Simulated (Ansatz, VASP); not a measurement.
# One calculation of Pt, two programs

```
Pt
1.0
     2.58841    0.00000    0.00000
    -1.29420    2.24163    0.00000
     0.00000    0.00000    4.38258
Pt
2
Cartesian
  0.0000 1.4944 1.0956
  1.2942 0.7472 3.2869
```

Change from the starting cell: volume scaled by 0.84, LAPW.

Alike in both runs: task single point; functional PBEsol; k mesh 17 × 17 × 10; occupations fermi-dirac, width 0.05 eV; no spin polarisation.

|  | VASP | Ansatz |
| --- | --- | --- |
| version | VASP 6.6.1 | Ansatz 0.2.0 |
| potentials or method | VASP PAW PBE potentials, release 64 (Pt), cutoff 520 eV | all-electron LAPW, scalar-relativistic |

|  | VASP | Ansatz | Ansatz less VASP |
| --- | --- | --- | --- |
| pressure (GPa) | 77.7 | 77.5 | -0.14 |
| traceless stress, the component that is largest in VASP (GPa) | -0.04 | 0.13 | +0.173 |

VASP's potentials were made for PBE, not for PBEsol. Both programs put the cell under a high pressure, so it lies far from rest at this level. Ansatz ran all-electron here, and VASP with PAW potentials.

Neither program's run includes spin-orbit coupling. Noted on VASP's run: the cell as given lies far from equilibrium.
